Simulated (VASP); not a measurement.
# Zn5In6O14 in VASP: a series of runs, part 2 of 2

VASP 6.6.1.

## (4) Single point, PBE

The input, INCAR:

```
PREC     = Accurate       # precision mode
ENCUT    = 520            # plane-wave cutoff, eV
EDIFF    = 1E-6           # SCF threshold, eV
ISMEAR   = -1             # smearing method
SIGMA    = 0.1861         # smearing width, eV
LREAL    = Auto         
LASPH    = T              # aspherical terms in the spheres
NELM     = 60             # most SCF steps
ALGO     = Normal         # electronic algorithm
ISIF     = 2              # what is computed and relaxed
LWAVE    = F              # write WAVECAR
LCHARG   = T              # write CHGCAR
GGA      = PE             # functional
LELF     = T              # ELF
LVHAR    = T            
NBANDS   = 129            # bands
ISYM     = 0
```

The input, KPOINTS:

```
Automatic mesh
0
Gamma
  1 1 1
```

The input, POSCAR:

```
Zn5In6O14
1.0
    7.0438800000     -0.1145760000     -0.0836140000
   -0.1145760000      6.9289560000     -0.0449660000
   -0.0836140000     -0.0449660000      6.7952250000
In O Zn
6 14 5
Direct
    0.2256138717      0.2731333303      0.8851330444
    1.0360412890      0.1700095214      0.3570036613
    0.2142804094      0.8469545236      0.7834193863
    0.8594389623      0.5044007053      0.6853003413
    0.4148091270      0.4731084134      0.4624206915
    0.6444678901     -0.0668486266      0.6064861168
    0.8282908768      0.2348604265      0.6570810308
    0.0692293525      0.0564498056      1.0143930282
    0.5809783366      0.6848171188      0.2174645298
    0.4819552593     -0.0769540247      0.8579914414
    0.3017698865      0.5733184529      0.8373159130
    0.7977034651      0.4323849344      0.0231844859
    0.9112243312      0.7530605054     -0.0992156654
    0.3794780941      0.7615497475      0.2741985037
    0.6062922931      0.6519331118      0.6094226973
   -0.0087514804      0.8807255656      0.5473558211
    0.7441485912      0.0049844038      0.2717641239
    0.1111609745      0.4657976095      0.4884748730
    0.3704025185      0.1659796530      0.6095822106
    0.2596112400      0.3224909235      0.1720011127
   -0.1912045832      0.0522516957      0.9235901931
    0.5206822992      1.0309824939      0.1542419108
    0.5639882975      0.5190412412      0.0045234008
    0.2102181785      0.6330343620      1.0917200249
    0.8954181911      0.7805899356      0.2411129144
```

Potentials or basis: VASP PAW PBE potentials, release 64 (In_d, O, Zn).

Started as:

```bash
$ cat potpaw_PBE.64/In_d/POTCAR potpaw_PBE.64/O/POTCAR potpaw_PBE.64/Zn/POTCAR > POTCAR
$ mpirun -np 1 vasp_gam > vasp.out
```

OUTCAR:

```text
PREC = Accurate
   ENCUT = 520
   EDIFF = 1E-6
   ISMEAR = -1
   LREAL = Auto
   LASPH = T
   NELM = 60
   ISIF = 2
   GGA = PE
   ISYM = 0

 ion  position               nearest neighbor table
   1  0.226  0.273  0.885-  20 1.98   8 2.05  11 2.16  19 2.28  24 2.85  23 2.98   3 3.02  22 3.26
                            21 3.28   4 3.35   5 3.48   2 3.58   2 3.85
   2  0.036  0.170  0.357-  18 2.27  20 2.28  17 2.38  16 2.42   8 2.47   7 2.58  19 2.88  25 2.94
                            21 3.40   5 3.40   4 3.48   1 3.58   6 3.63   1 3.85   3 3.89
   3  0.214  0.847  0.783-  10 1.99  11 2.05  16 2.24  13 2.37   8 2.39  24 2.58  19 2.73   1 3.02
                             6 3.33  21 3.38   4 3.44  22 3.48   5 3.70   2 3.89
   4  0.859  0.504  0.685-   7 1.88  15 2.14  13 2.26  18 2.27  12 2.40  16 2.91  23 3.05   1 3.35
                             6 3.42   3 3.44   5 3.45   2 3.48
   5  0.415  0.473  0.462-  15 2.04  18 2.15  19 2.38  14 2.40  20 2.44   9 2.52  11 2.77  24 3.11
                            23 3.32   2 3.40   4 3.45   1 3.48   6 3.64   3 3.70
   6  0.644  0.933  0.606-  15 1.96  10 2.08   7 2.44  17 2.45  16 2.52  21 2.54  19 2.56  22 3.26
                            25 3.27   3 3.33   4 3.42   2 3.63   5 3.64
   7  0.828  0.235  0.657-   4 1.88  21 2.23   6 2.44   2 2.58
   8  0.069  0.056  0.014-  21 1.92   1 2.05   3 2.39   2 2.47
   9  0.581  0.685  0.217-  14 1.59  23 1.84  25 2.29  22 2.49   5 2.52
  10  0.482  0.923  0.858-   3 1.99   6 2.08  22 2.15  21 2.47
  11  0.302  0.573  0.837-  24 1.91   3 2.05   1 2.16  23 2.19   5 2.77
  12  0.798  0.432  0.023-  23 1.77   4 2.40
  13  0.911  0.753  0.901-  21 2.22   4 2.26  25 2.32   3 2.37
  14  0.379  0.762  0.274-   9 1.59  24 1.89  22 2.26   5 2.40
  15  0.606  0.652  0.609-   6 1.96   5 2.04   4 2.14
  16  0.991  0.881  0.547-   3 2.24  25 2.27   2 2.42   6 2.52   4 2.91
  17  0.744  0.005  0.272-  22 1.76  25 1.93   2 2.38  21 2.44   6 2.45
  18  0.111  0.466  0.488-   5 2.15   2 2.27   4 2.27
  19  0.370  0.166  0.610-   1 2.28   5 2.38   6 2.56   3 2.73   2 2.88
  20  0.260  0.322  0.172-   1 1.98  24 2.26   2 2.28   5 2.44
  21  0.809  0.052  0.924-   8 1.92  13 2.22   7 2.23  17 2.44  10 2.47   6 2.54  22 2.60  25 2.95
                             1 3.28   3 3.38   2 3.40
  22  0.521  0.031  0.154-  17 1.76  10 2.15  14 2.26   9 2.49  21 2.60   1 3.26   6 3.26   3 3.48

  23  0.564  0.519  0.005-  12 1.77   9 1.84  11 2.19  24 2.72   1 2.98   4 3.05   5 3.32
[... 155 lines left out ...]
  energy-cutoff  :      520.00
  volume of cell :      331.50
 maximum number of plane-waves:      4461
 NGX is ok and might be reduce to    54
   NGX = 27   NGY = 25   NGZ = 25

 number of electron     222.0000030 magnetization

 Free energy of the ion-electron system (eV)
  ---------------------------------------------------
  ext. energy  EPLUGINS =         0.00000000
  ---------------------------------------------------
  free energy    TOTEN  =      -109.85917623 eV

  energy without entropy =     -109.79137280  energy(sigma->0) =     -109.82527451

 E-fermi :   5.1316     XC(G=0): -10.8170

 val. band max:        4.3488350538   @ k =   0.0000   0.0000   0.0000
 cond. band min:       5.9103699948   @ k =   0.0000   0.0000   0.0000
 fundamental gap:      1.5615349410
 Fermi energy:         5.1316046178

 k-point     1 :       0.0000    0.0000    0.0000
  band No.  band energies     occupation
      1     -16.9633      2.00000
      2     -14.8957      2.00000
      3     -14.3319      2.00000
      4     -14.1996      2.00000
      5     -14.0426      2.00000
      6     -13.8807      2.00000
[... 115 lines left out ...]
    122       8.7994      0.00000
    123       9.2370      0.00000
 [bands above 123 left out]

------------------------ aborting loop because EDIFF is reached ----------------------------------------

  FORCE on cell =-STRESS in cart. coord.  units (eV):
  Direction    XX          YY          ZZ          XY          YZ          ZX
  --------------------------------------------------------------------------------------
  -------------------------------------------------------------------------------------
  Total        8.0094377     22.9218707      7.5024050      4.8757629      5.8925558      6.1540109
  in kB       38.7105273    110.7840199     36.2599806     23.5651193     28.4793951     29.7430377
  external PRESSURE =      61.9181759 kB  Pullay stress =       0.0000000 kB

 VOLUME and BASIS-vectors are now :
 -----------------------------------------------------------------------------
  energy-cutoff  :      520.00
  volume of cell :      331.50
      direct lattice vectors                 reciprocal lattice vectors
     7.043880000 -0.114576000 -0.083614000     0.142026529  0.002359968  0.001763227
    -0.114576000  6.928956000 -0.044966000     0.002359968  0.144367298  0.000984360
    -0.083614000 -0.044966000  6.795225000     0.001763227  0.000984360  0.147190372

 POSITION                                       TOTAL-FORCE (eV/Angst)
 -----------------------------------------------------------------------------------
      1.48389      1.82688      5.98353         0.313739     -0.771070     -3.394186
      0.20454      1.15781      2.41526         0.022069      0.379846      1.220232
      1.34682      5.80873      5.26751        -3.758540      1.626570     -2.607275
      5.93869      3.36568      4.56223         1.001084      4.053415      1.355871
      2.82899      3.20983      3.08630        -1.412869     -1.609786      0.213343
      4.38193      6.36465      4.02536         0.888996      3.059334     -2.002349
[... 17 lines left out ...]
      1.40055      4.35806      0.57722        -2.063592     -0.954667      1.541789
      6.19762      5.29524      1.52845         0.262334     -1.105702     -0.360769
 -----------------------------------------------------------------------------------
    total drift:                               -0.006016      0.016396      0.008672

  FREE ENERGIE OF THE ION-ELECTRON SYSTEM (eV)
  ---------------------------------------------------
  free  energy   TOTEN  =      -109.8591762253 eV

  energy  without entropy=     -109.7913728025  energy(sigma->0) =     -109.82527451
```

OSZICAR:

```text
N       E                     dE             d eps       ncg     rms          rms(c)
DAV:   1     0.439831116823E+04    0.43983E+04   -0.10625E+05   266   0.281E+03
DAV:   2     0.107632898302E+04   -0.33220E+04   -0.32006E+04   258   0.840E+02
DAV:   3     0.569547481972E+02   -0.10194E+04   -0.95843E+03   266   0.351E+02
[... 12 lines left out ...]
DAV:  16    -0.109859173888E+03   -0.19984E-04   -0.39281E-04   428   0.129E-01    0.531E-02
DAV:  17    -0.109859179464E+03   -0.55765E-05   -0.10889E-04   380   0.553E-02    0.330E-02
DAV:  18    -0.109859177072E+03    0.23917E-05   -0.11651E-05   316   0.292E-02    0.133E-02
DAV:  19    -0.109859176783E+03    0.28882E-06   -0.10334E-05   340   0.278E-02    0.788E-03
DAV:  20    -0.109859176225E+03    0.55824E-06   -0.19124E-06   212   0.119E-02
   1 F= -.10985918E+03 E0= -.10982527E+03  d E =-.678034E-01
```

Wall time 3.5 min (1 thread of AMD EPYC 7R13, shared host); peak memory 0.34 GiB.

Results:

```yaml
Free_energy: -109.8592 eV
Pressure: 6.2 GPa
Largest_force: 4.934 eV/Å
Band_gap_on_the_k_mesh: 1.56 eV
```

Forces in eV/Å, atoms in the order of the input:
```
In   0.314 -0.771 -3.394
In   0.022  0.380  1.220
In  -3.759  1.627 -2.607
In   1.001  4.053  1.356
In  -1.413 -1.610  0.213
In   0.889  3.059 -2.002
O   -0.505 -4.888 -0.447
O    0.605 -0.199  0.602
O   -1.243 -0.602  0.768
O    1.570  1.250  3.193
O    0.982 -1.892  0.493
O    1.213 -2.039  0.226
O    0.517 -0.060  0.446
O    0.847  1.465  0.933
O    0.401 -2.387 -0.017
O    0.539  0.503 -1.510
O    2.021  1.503  1.502
O   -0.944 -0.367 -0.287
O   -0.408  0.974 -0.730
O    1.985  1.419  2.337
Zn   0.754  0.838  0.037
Zn  -2.819 -0.113 -1.585
Zn  -0.767 -0.083 -1.926
Zn  -2.064 -0.955  1.542
Zn   0.262 -1.106 -0.361
```

Caveat: the k points lie up to 0.92 Å⁻¹ apart; spin-orbit coupling is left out, which moves the levels of the heavy elements.

## (5) Single point, PBE

The input, INCAR:

```
SYSTEM = Zn5In6O14
PREC = Accurate ; ENCUT = 520
EDIFF = 1E-6 ; ISMEAR = -1
SIGMA = 0.05 ; LREAL = Auto
LASPH = .TRUE. ; NELM = 80
ALGO = Normal ; ISIF = 2
LWAVE = .FALSE. ; LCHARG = .FALSE.
GGA = PE ; NBANDS = 129
ISYM = 0
```

The input, KPOINTS:

```
regular mesh
0
G
  1 1 1
  0 0 0
```

The input, POSCAR:

```
Zn5In6O14
1.0
    7.0438800000     -0.1145760000     -0.0836140000
   -0.1145760000      6.9289560000     -0.0449660000
   -0.0836140000     -0.0449660000      6.7952250000
In O Zn
6 14 5
Direct
    0.2003981859      0.3134601682      0.8793953318
    1.0072569179      0.2108610538      0.4287349364
    0.1839331349      0.8634202589      0.7679059841
    0.8396430880      0.5744708376      0.7112754284
    0.4980153243      0.4663482563      0.4794276671
    0.6152543766      0.9696979056      0.6563122362
    0.7751559514      0.2416087158      0.6554039148
    0.1078867783      0.1327246877      0.1087551837
    0.6086742493      0.7445779886      0.2076159925
    0.4142756960      0.0541611331      0.8761298791
    0.2151868473      0.6268263844      0.9649110233
    0.8750759885      0.4493320761      0.9835982281
    0.8879686487      0.8884428834      0.8376273535
    0.4493240549      0.8222004280      0.3272213718
    0.5395742901      0.6410335059      0.7141327443
    0.1397153458      0.9553982704      0.4969433091
    0.7525382435      0.1089522083      0.2558874618
    0.9020713927      0.5859311950      0.4139736035
    0.2117282226      0.4137725244      0.5853899082
    0.4412315028      0.3618146002      0.1860273186
    0.8427432364      0.1493708278      0.9564058205
    0.4460805188      0.0797198407      0.1726225782
    0.4974275699      0.5685388319      0.0022748071
    0.0435251335      0.5698752673      0.1935177013
    0.8640190441      0.8550652997      0.2778542218
```

Potentials or basis: VASP PAW PBE potentials, release 64 (In_d, O, Zn).

Started as:

```bash
$ cat potpaw_PBE.64/In_d/POTCAR potpaw_PBE.64/O/POTCAR potpaw_PBE.64/Zn/POTCAR > POTCAR
$ mpirun -np 1 vasp_gam > vasp.out
```

OUTCAR:

```text
SYSTEM = Zn5In6O14
   PREC = Accurate
   ENCUT = 520
   EDIFF = 1E-6
   ISMEAR = -1
   LREAL = Auto
   LASPH = .TRUE.
   NELM = 80
   ISIF = 2
   GGA = PE
   ISYM = 0

 ion  position               nearest neighbor table
   1  0.200  0.313  0.879-   8 2.11  19 2.13  11 2.24  10 2.38  12 2.62  20 2.67  21 2.79  23 2.80
                            24 3.01  22 3.11   3 3.20   4 3.35   2 3.38   5 3.62   3 3.90
   2  0.007  0.211  0.429-  16 2.08  17 2.21  19 2.22   7 2.29   8 2.37  18 2.73  25 2.81  24 2.98
                             1 3.38  21 3.40   4 3.41   6 3.58   3 3.59   5 3.84
   3  0.184  0.863  0.768-  16 1.98  11 2.14  13 2.16  10 2.17   4 3.11   1 3.20   6 3.21  21 3.43
                            23 3.44   2 3.59   1 3.90
   4  0.840  0.574  0.711-  12 2.07  18 2.08  15 2.18  13 2.34   7 2.36   5 2.92   3 3.11  23 3.15
                             6 3.23   1 3.35  21 3.40   2 3.41
   5  0.498  0.466  0.479-  15 2.00  20 2.14  19 2.18  14 2.72   9 2.79   7 2.79   4 2.92  18 2.98
                            23 3.33  22 3.38   1 3.62   6 3.74   6 3.77   2 3.84
   6  0.615  0.970  0.656-   7 2.16  10 2.17  13 2.35  15 2.36  14 2.67  21 2.82   3 3.21   4 3.23
                            25 3.25   2 3.58   5 3.74   5 3.77
   7  0.775  0.242  0.655-   6 2.16  21 2.20   2 2.29   4 2.36   5 2.79
   8  0.108  0.133  0.109-   1 2.11  21 2.12   2 2.37  22 2.45
   9  0.609  0.745  0.208-  14 1.51  23 1.97  25 1.98   5 2.79
  10  0.414  0.054  0.876-  22 2.03   3 2.17   6 2.17   1 2.38
  11  0.215  0.627  0.965-  24 2.03  23 2.05   3 2.14   1 2.24
  12  0.875  0.449  0.984-  24 1.99   4 2.07  21 2.09   1 2.62
  13  0.888  0.888  0.838-  21 2.01   3 2.16   4 2.34   6 2.35
  14  0.449  0.822  0.327-   9 1.51  22 2.08   6 2.67   5 2.72
  15  0.540  0.641  0.714-   5 2.00  23 2.05   4 2.18   6 2.36
  16  0.140  0.955  0.497-   3 1.98   2 2.08  25 2.49
  17  0.753  0.109  0.256-  25 1.96  21 2.17   2 2.21  22 2.22
  18  0.902  0.586  0.414-  24 1.82   4 2.08  25 2.11   2 2.73   5 2.98
  19  0.212  0.414  0.585-   1 2.13   5 2.18   2 2.22
  20  0.441  0.362  0.186-  23 1.95  22 1.96   5 2.14   1 2.67
  21  0.843  0.149  0.956-  13 2.01  12 2.09   8 2.12  17 2.17   7 2.20   1 2.79   6 2.82  25 3.01
                             2 3.40   4 3.40   3 3.43
  22  0.446  0.080  0.173-  20 1.96  10 2.03  14 2.08  17 2.22   8 2.45   1 3.11   5 3.38
  23  0.497  0.569  0.002-  20 1.95   9 1.97  11 2.05  15 2.05   1 2.80   4 3.15   5 3.33   3 3.44

  24  0.044  0.570  0.194-  18 1.82  12 1.99  11 2.03  25 2.45   2 2.98   1 3.01
[... 156 lines left out ...]
 NGX is ok and might be reduce to    54
   NGX = 27   NGY = 25   NGZ = 25

 number of electron     222.0000029 magnetization

 Free energy of the ion-electron system (eV)
  ---------------------------------------------------
  ext. energy  EPLUGINS =         0.00000000
  ---------------------------------------------------
  free energy    TOTEN  =      -116.08058140 eV

  energy without entropy =     -116.08058140  energy(sigma->0) =     -116.08058140

 E-fermi :   5.0230     XC(G=0): -10.8011

 val. band max:        3.8230854285   @ k =   0.0000   0.0000   0.0000
 cond. band min:       6.1936062286   @ k =   0.0000   0.0000   0.0000
 fundamental gap:      2.3705208001
 Fermi energy:         5.0230397059

 k-point     1 :       0.0000    0.0000    0.0000
  band No.  band energies     occupation
      1     -16.6023      2.00000
      2     -14.8604      2.00000
      3     -14.0503      2.00000
      4     -13.8660      2.00000
      5     -13.6605      2.00000
      6     -13.6387      2.00000
[... 115 lines left out ...]
    122       8.9121      0.00000
    123       9.1012      0.00000
 [bands above 123 left out]

------------------------ aborting loop because EDIFF is reached ----------------------------------------

  FORCE on cell =-STRESS in cart. coord.  units (eV):
  Direction    XX          YY          ZZ          XY          YZ          ZX
  --------------------------------------------------------------------------------------
  -------------------------------------------------------------------------------------
  Total        8.7567346      9.0998590      0.3015051      5.1502395      5.4657314      0.0187157
  in kB       42.3222989     43.9806584      1.4572085     24.8916960     26.4165042      0.0904551
  external PRESSURE =      29.2533886 kB  Pullay stress =       0.0000000 kB

 VOLUME and BASIS-vectors are now :
 -----------------------------------------------------------------------------
  energy-cutoff  :      520.00
  volume of cell :      331.50
      direct lattice vectors                 reciprocal lattice vectors
     7.043880000 -0.114576000 -0.083614000     0.142026529  0.002359968  0.001763227
    -0.114576000  6.928956000 -0.044966000     0.002359968  0.144367298  0.000984360
    -0.083614000 -0.044966000  6.795225000     0.001763227  0.000984360  0.147190372

 POSITION                                       TOTAL-FORCE (eV/Angst)
 -----------------------------------------------------------------------------------
      1.30214      2.10945      5.94484         0.589910      0.445224      0.461380
     -0.00889      1.44094      2.90326        -0.088820      0.659160     -0.759538
      1.13247      5.92700      5.16389         0.015127     -0.760647      1.441483
      5.78905      3.85230      4.73724         1.007543     -0.048489      1.131508
      3.41444      3.15269      3.19521        -1.138041     -1.159075     -2.735124
      4.16780      6.61899      4.36474        -0.153878     -0.119143     -0.538406
[... 17 lines left out ...]
      0.22511      3.93495      1.28573         1.279349     -0.342054     -1.694753
      5.96484      5.81322      1.77739        -0.159584      0.386595      0.368484
 -----------------------------------------------------------------------------------
    total drift:                                0.006080     -0.014694     -0.014412

  FREE ENERGIE OF THE ION-ELECTRON SYSTEM (eV)
  ---------------------------------------------------
  free  energy   TOTEN  =      -116.0805814029 eV

  energy  without entropy=     -116.0805814026  energy(sigma->0) =     -116.08058140
```

Run time: 2.9 min. Hardware: 1 thread of AMD EPYC 7R13, shared host; peak memory 0.34 GiB.

What came out:

```yaml
Free_energy: -116.0806 eV
Pressure: 2.9 GPa
Largest_force: 3.181 eV/Å
Band_gap_on_the_k_mesh: 2.37 eV
```

Forces in eV/Å, atoms in the order of the input:
```
In   0.590  0.445  0.461
In  -0.089  0.659 -0.760
In   0.015 -0.761  1.441
In   1.008 -0.048  1.132
In  -1.138 -1.159 -2.735
In  -0.154 -0.119 -0.538
O   -0.209  0.279 -0.180
O    0.024  0.378  0.028
O   -0.719 -0.647 -0.422
O    0.137  0.166 -0.872
O    0.165  0.125  0.377
O   -0.284 -0.695 -0.080
O   -1.028 -0.878 -0.590
O    0.518  0.532  0.289
O    0.767  1.368  1.175
O   -0.299  0.034 -1.168
O    0.081 -0.375 -0.116
O   -0.680  0.605  0.541
O   -0.201 -0.934  0.176
O   -0.055  0.070  0.739
Zn  -0.036  0.825  1.508
Zn   0.097 -0.364  0.585
Zn   0.371  0.449  0.335
Zn   1.279 -0.342 -1.695
Zn  -0.160  0.387  0.368
```

Levels at points of the mesh, in eV from the valence-band top:
| k point | band 108 | band 109 | band 110 | band 111 | band 112 | band 113 | band 114 | band 115 |
| --- | --- | --- | --- | --- | --- | --- | --- | --- |
| (0.00, 0.00, 0.00) | -0.43 | -0.34 | -0.12 | 0.00 | 2.37 | 2.84 | 3.01 | 3.55 |

Caveat: the k points lie up to 0.92 Å⁻¹ apart; spin-orbit coupling is left out, which moves the levels of the heavy elements.
